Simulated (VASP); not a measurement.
# MgO (P6_3/mmc) in VASP: a series of runs

MgO is run at these levels: PBE; tasks: density of states, electric field gradients, vibrations by perturbation theory.

All numbers are computed with VASP 6.6.1; they aren't measurements. Logs are shortened: lines on timing, memory, paths and dates and some standing lists are left out, and cuts for length are marked.

## (1) The cell of the first run

Symmetry: P6_3/mmc, No. 194, hexagonal system. The conventional cell has a = 3.521 Å, b = 3.521 Å, c = 4.238 Å, α = 90.00°, β = 90.00°, γ = 120.00°. Mg (site symmetry -6m2) has 5 O at 2.03 to 2.12 Å within 2.7 Å. O (site symmetry -6m2) has 5 Mg at 2.03 to 2.12 Å within 2.7 Å.

## (2) Density of states, PBE

Contents of POSCAR:

```
MgO
1.0
    3.5205940380      0.0000000000      0.0000000000
   -1.7602970190      3.0489238733      0.0000000000
    0.0000000000      0.0000000000      4.2381206964
Mg O
2 2
Direct
    0.6666666667      0.3333333333      0.7500000000
    0.3333333333      0.6666666667      0.2500000000
    0.6666666667      0.3333333333      0.2500000000
    0.3333333333      0.6666666667      0.7500000000
```

Contents of INCAR.step1:

```
SYSTEM = MgO
ALGO = Normal
EDIFF = 1E-6
ENCUT = 520
GGA = PE
ISIF = 2
ISMEAR = 0
LASPH = .True.
LCHARG = .True.
LREAL = .False.
LWAVE = .False.
NBANDS = 16
NELM = 60
PREC = Accurate
SIGMA = 0.02
```

Contents of KPOINTS.step1:

```
k-points
0
Gamma
  9 9 6
  0 0 0
```

Contents of INCAR.step2:

```
SYSTEM = MgO
ALGO = Normal
EDIFF = 1E-6
ENCUT = 520
GGA = PE
ICHARG = 11
ISIF = 2
ISMEAR = -5
LASPH = .True.
LCHARG = .False.
LORBIT = 11
LREAL = .False.
LWAVE = .False.
NBANDS = 16
NEDOS = 1001
NELM = 60
PREC = Accurate
SIGMA = 0.02
```

Contents of KPOINTS.step2:

```
k-points
0
Gamma
  14 14 9
  0 0 0
```

Potentials or basis: VASP PAW PBE potentials, release 64 (Mg, O).

Launch:

```bash
$ cat potpaw_PBE.64/Mg/POTCAR potpaw_PBE.64/O/POTCAR > POTCAR
$ cp INCAR.step1 INCAR
$ cp KPOINTS.step1 KPOINTS
$ mpirun -np 1 vasp_std > vasp.out
$ cp INCAR.step2 INCAR
$ cp KPOINTS.step2 KPOINTS
$ mpirun -np 1 vasp_std > vasp.out
```

OUTCAR:

```text
SYSTEM = MgO
   EDIFF = 1E-6
   ENCUT = 520
   GGA = PE
   ICHARG = 11
   ISIF = 2
   ISMEAR = -5
   LASPH = .True.
   LORBIT = 11
   LREAL = .False.
   NELM = 60
   PREC = Accurate

 ion  position               nearest neighbor table
   1  0.667  0.333  0.750-   4 2.03   4 2.03   4 2.03   3 2.12   3 2.12   2 2.94   2 2.94   2 2.94
                             2 2.94   2 2.94   2 2.94
   2  0.333  0.667  0.250-   3 2.03   3 2.03   3 2.03   4 2.12   4 2.12   1 2.94   1 2.94   1 2.94
                             1 2.94   1 2.94   1 2.94
   3  0.667  0.333  0.250-   2 2.03   2 2.03   2 2.03   1 2.12   1 2.12
   4  0.333  0.667  0.750-   1 2.03   1 2.03   1 2.03   2 2.12   2 2.12

  LATTYP: Found a hexagonal cell.
 ALAT       =     3.5205940380
 C/A-ratio  =     1.2038084058

  Lattice vectors:

 A1 = (   3.5205940380,   0.0000000000,   0.0000000000)
 A2 = (  -1.7602970190,   3.0489238733,   0.0000000000)
 A3 = (   0.0000000000,   0.0000000000,   4.2381206964)

Analysis of symmetry for initial positions (statically):
=====================================================================
 Subroutine PRICEL returns:
 Original cell was already a primitive cell.

 Routine SETGRP: Setting up the symmetry group for a
 hexagonal supercell.

 Subroutine GETGRP returns: Found 24 space group operations
 (whereof 12 operations were pure point group operations)
 out of a pool of 24 trial point group operations.

The static configuration has the point symmetry D_3d.
 The point group associated with its full space group is D_6h.

Analysis of symmetry for dynamics (positions and initial velocities):
=====================================================================
 Subroutine PRICEL returns:
 Original cell was already a primitive cell.

 Routine SETGRP: Setting up the symmetry group for a
 hexagonal supercell.

 Subroutine GETGRP returns: Found 24 space group operations
 (whereof 12 operations were pure point group operations)
 out of a pool of 24 trial point group operations.

The dynamic configuration has the point symmetry D_3d.
 The point group associated with its full space group is D_6h.

 Subroutine INISYM returns: Found 24 space group operations
 (whereof 12 operations are pure point group operations),
 and found     1 'primitive' translations

----------------------------------------------------------------------------------------

                                     Primitive cell

  volume of cell :      45.4921

  direct lattice vectors                    reciprocal lattice vectors
     3.520594038  0.000000000  0.000000000     0.284042974  0.163992287  0.000000000
    -1.760297019  3.048923873  0.000000000     0.000000000  0.327984575  0.000000000
     0.000000000  0.000000000  4.238120696     0.000000000  0.000000000  0.235953639

  length of vectors
     3.520594038  3.520594038  4.238120696     0.327984575  0.327984575  0.235953639

  position of ions in fractional coordinates (direct lattice)
     0.666666667  0.333333333  0.750000000
     0.333333333  0.666666667  0.250000000
     0.666666667  0.333333333  0.250000000
     0.333333333  0.666666667  0.750000000

  ion indices of the primitive-cell ions
   primitive index   ion index
                 1           1
                 2           2
                 3           3
                 4           4

----------------------------------------------------------------------------------------

 KPOINTS: k-points

Automatic generation of k-mesh.
 Grid dimensions read from file:
 generate k-points for:   14   14    9

 Generating k-lattice:

  Cartesian coordinates                     Fractional coordinates (reciprocal lattice)
     0.020288784  0.011713735  0.000000000     0.071428571 -0.000000000  0.000000000
     0.000000000  0.023427470  0.000000000     0.000000000  0.071428571  0.000000000
     0.000000000  0.000000000  0.026217071     0.000000000  0.000000000  0.111111111

  Length of vectors
     0.023427470  0.023427470  0.026217071

  Shift w.r.t. Gamma in fractional coordinates (k-lattice)
     0.000000000  0.000000000  0.000000000

 TETIRR: Found   1729 inequivalent tetrahedra from    10584

 Subroutine IBZKPT returns following result:
 ===========================================

 Found    120 irreducible k-points:

 Following reciprocal coordinates:
            Coordinates               Weight
  0.000000  0.000000  0.000000      1.000000
  0.071429  0.000000  0.000000      6.000000
  0.142857  0.000000  0.000000      6.000000
  0.214286 -0.000000  0.000000      6.000000
  0.285714  0.000000  0.000000      6.000000
  0.357143  0.000000  0.000000      6.000000
[... 16 lines left out ...]
  0.285714  0.285714  0.000000      6.000000
  0.357143  0.285714  0.000000      6.000000
 [... further k-points ...]
   k-points           NKPTS =    120   k-points in BZ     NKDIM =    120   number of bands    NBANDS=     16
   number of dos      NEDOS =   1001   number of ions     NIONS =      4
   total plane-waves  NPLWV =  25088
   dimension x,y,z NGX =    28 NGY =   28 NGZ =   32
   dimension x,y,z NGXF=    56 NGYF=   56 NGZF=   64
   ions per type =               2   2
   NGX,Y,Z   is equivalent  to a cutoff of  13.22, 13.22, 12.55 a.u.
   NGXF,Y,Z  is equivalent  to a cutoff of  26.44, 26.44, 25.10 a.u.
 SYSTEM =  MgO
   PREC   = accura    normal or accurate (medium, high low for compatibility)
   ISTART =      0    job   : 0-new  1-cont  2-samecut
   ICHARG =     11    charge: 1-file 2-atom 10-const
   ISPIN  =      1    spin polarized calculation?
   LNONCOLLINEAR =      F non collinear calculations
   LSORBIT =      F    spin-orbit coupling
   LASPH  =      T    aspherical Exc in radial PAW
   ENCUT  =  520.0 eV  38.22 Ry    6.18 a.u.   6.55  6.55  7.88*2*pi/ulx,y,z
   NELM   =     60;   NELMIN=  2; NELMDL=  0     # of ELM steps
   EDIFF  = 0.1E-05   stopping-criterion for ELM
   LREAL  =      F    real-space projection
   EDIFFG = 0.1E-04   stopping-criterion for IOM
   NSW    =      0    number of steps for IOM
   IBRION =     -1    ionic relax: 0-MD 1-quasi-New 2-CG
   NFREE  =      0    steps in history (QN), initial steepest desc. (CG)
   ISIF   =      2    stress and relaxation
   ISYM   =      2    0-nonsym 1-usesym 2-fastsym
   POTIM  = 0.5000    time-step for ionic-motion
   TEBEG  =    0.0;   TEEND  =   0.0 temperature during run
   PSTRESS=    0.0 pullay stress
   NELECT =      16.0000    total number of electrons
   NUPDOWN=      -1.0000    fix difference up-down
   EMIN   =  10.00;   EMAX   =-10.00  energy-range for DOS
   EFERMI =   0.00;   METHOD = LEGACY
   ISMEAR =    -5;   SIGMA  =   0.02  broadening in eV -4-tet -1-fermi 0-gaus
   EFERMI_NEDOS =   21; number of points for ismear=-14 and -15
   IALGO  =     38    algorithm
   IMIX   =      4    mixing-type and parameters
     AMIX     =   0.40;   BMIX     =  1.00
     AMIX_MAG =   1.60;   BMIX_MAG =  1.00
  volume/ion in A,a.u.               =      11.37        76.75
  Fermi-wavevector in a.u.,A,eV,Ry     =   1.155588  2.183744 18.168985  1.335383
  Thomas-Fermi vector in A             =   2.292215
   LORBIT       =     11    0 simple, 1 ext, 2 COOP (PROOUT), +10 PAW based schemes
   GGA     = PE    functional components
   LHFCALC =     F    Hartree Fock is set to
   AEXX    =    0.0000 exact exchange contribution
   IVDW    =     0    specifies the selected vdW correction
   LEPSILON=     F    determine dielectric tensor
   LRPA    =     F    only Hartree local field effects (RPA)
 non-spin polarized calculation
 Fermi weights with tetrahedron method with Bloechl corrections
  energy-cutoff  :      520.00
  volume of cell :       45.49
 maximum number of plane-waves:      1258
 NGX is ok and might be reduce to    28

 number of electron      15.9999990 magnetization

 Free energy of the ion-electron system (eV)
  ---------------------------------------------------
  ext. energy  EPLUGINS =         0.00000000
  ---------------------------------------------------
  free energy    TOTEN  =       -23.67526320 eV

  energy without entropy =      -23.67526320  energy(sigma->0) =      -23.67526320

 E-fermi :   1.8289     XC(G=0):  -9.9266

 val. band max:        1.7954294714   @ k =   0.0000   0.0000   0.0000
 cond. band min:       5.0567741757   @ k =   0.0000   0.0000   0.0000
 fundamental gap:      3.2613447042
 Fermi energy:         1.8288969335

 k-point     1 :       0.0000    0.0000    0.0000
  band No.  band energies     occupation
      1     -15.0007      2.00000
      2     -13.6935      2.00000
      3      -1.7413      2.00000
      4       0.1237      2.00000
      5       0.1238      2.00000
      6       1.0221      2.00000
[... 8 lines left out ...]
     15      17.1117      0.00000
     16      17.2347      0.00000

 k-point     2 :       0.0714    0.0000    0.0000
  band No.  band energies     occupation
      1     -14.9768      2.00000
      2     -13.6973      2.00000
      3      -1.7021      2.00000
      4       0.0463      2.00000
      5       0.0828      2.00000
      6       0.8815      2.00000
[... 8 lines left out ...]
     15      16.9590      0.00000
     16      16.9719      0.00000

 k-point     3 :       0.1429    0.0000    0.0000
  band No.  band energies     occupation
      1     -14.9074      2.00000
      2     -13.7099      2.00000
      3      -1.5865      2.00000
      4      -0.1958      2.00000
      5      -0.0205      2.00000
      6       0.5884      2.00000
[... 8 lines left out ...]
     15      16.3873      0.00000
     16      16.5148      0.00000

 k-point     4 :       0.2143   -0.0000    0.0000
  band No.  band energies     occupation
      1     -14.7997      2.00000
      2     -13.7347      2.00000
      3      -1.4012      2.00000
      4      -0.5796      2.00000
      5      -0.1499      2.00000
      6       0.3221      2.00000
[... 8 lines left out ...]
     15      15.8021      0.00000
     16      16.2208      0.00000

 k-point     5 :       0.2857    0.0000    0.0000
  band No.  band energies     occupation
      1     -14.6659      2.00000
      2     -13.7755      2.00000
      3      -1.1587      2.00000
      4      -0.9983      2.00000
      5      -0.2758      2.00000
      6       0.1225      2.00000
[... 8 lines left out ...]
     15      15.3485      0.00000
     16      16.1257      0.00000

 k-point     6 :       0.3571    0.0000    0.0000
  band No.  band energies     occupation
      1     -14.5236      2.00000
      2     -13.8333      2.00000
      3      -1.3510      2.00000
      4      -0.8826      2.00000
      5      -0.3781      2.00000
      6      -0.0199      2.00000
[... 8 lines left out ...]
     15      15.7708      0.00000
     16      16.1363      0.00000
[... 267 lines left out ...]
 k-point    21 :       0.2857    0.2143    0.0000
  band No.  band energies     occupation
      1     -14.3568      2.00000
      2     -13.9198      2.00000
      3      -1.5469      2.00000
      4      -0.5667      2.00000
      5      -0.5379      2.00000
      6      -0.0150      2.00000
[... 8 lines left out ...]
     15      15.8952      0.00000
     16      16.4834      0.00000

 k-point    22 :       0.3571    0.2143    0.0000
  band No.  band energies     occupation
      1     -14.2562      2.00000
      2     -13.9878      2.00000
      3      -1.6667      2.00000
      4      -0.4976      2.00000
      5      -0.3080      2.00000
      6      -0.1563      2.00000
[... 8 lines left out ...]
     15      15.9202      0.00000
     16      16.3857      0.00000

 k-point    23 :       0.2857    0.2857    0.0000
  band No.  band energies     occupation
      1     -14.2403      2.00000
      2     -13.9990      2.00000
      3      -1.6644      2.00000
      4      -0.4998      2.00000
      5      -0.2752      2.00000
      6      -0.1551      2.00000
[... 8 lines left out ...]
     15      15.8060      0.00000
     16      16.6686      0.00000

 k-point    24 :       0.3571    0.2857    0.0000
  band No.  band energies     occupation
      1     -14.1655      2.00000
      2     -14.0602      2.00000
      3      -1.7067      2.00000
      4      -0.4150      2.00000
      5      -0.2654      2.00000
      6      -0.0937      2.00000
[... 8 lines left out ...]
     15      15.7603      0.00000
     16      16.8442      0.00000

 [... further k-points ...]
[... 5 lines left out ...]
  --------------------------------------------------------------------------------------
  -------------------------------------------------------------------------------------
  Total       -0.1250921     -0.1250921     -0.1656198      0.0000000     -0.0000000      0.0000000
  in kB       -4.4055945     -4.4055945     -5.8329334      0.0000000     -0.0000000      0.0000000
  external PRESSURE =      -4.8813742 kB  Pullay stress =       0.0000000 kB

 VOLUME and BASIS-vectors are now :
 -----------------------------------------------------------------------------
  energy-cutoff  :      520.00
  volume of cell :       45.49
      direct lattice vectors                 reciprocal lattice vectors
     3.520594038  0.000000000  0.000000000     0.284042974  0.163992287  0.000000000
    -1.760297019  3.048923873  0.000000000     0.000000000  0.327984575  0.000000000
     0.000000000  0.000000000  4.238120696     0.000000000  0.000000000  0.235953639

 POSITION                                       TOTAL-FORCE (eV/Angst)
 -----------------------------------------------------------------------------------
      1.76030      1.01631      3.17859        -0.000000     -0.000000      0.000000
     -0.00000      2.03262      1.05953        -0.000000     -0.000000      0.000000
      1.76030      1.01631      1.05953         0.000000     -0.000000      0.000000
     -0.00000      2.03262      3.17859        -0.000000      0.000000      0.000000
 -----------------------------------------------------------------------------------
    total drift:                               -0.000000      0.000000     -0.000000

  FREE ENERGIE OF THE ION-ELECTRON SYSTEM (eV)
  ---------------------------------------------------
  free  energy   TOTEN  =       -23.6752632035 eV

  energy  without entropy=      -23.6752632035  energy(sigma->0) =      -23.67526320

 total charge

# of ion       s       p       d       tot
------------------------------------------
    1        0.153   0.176   0.075   0.404
    2        0.153   0.176   0.075   0.404
    3        1.543   3.541   0.000   5.084
    4        1.543   3.541   0.000   5.084
--------------------------------------------------
tot          3.393   7.433   0.150  10.976
```

Wall time 51 s (1 thread of Intel Xeon 6975P-C (Granite Rapids), shared host); peak memory 0.21 GiB.

Results:

```
Valence electrons inside the program's atomic spheres : Mg 0.40; O 5.08
```

(Continued in part 2 of 3.)
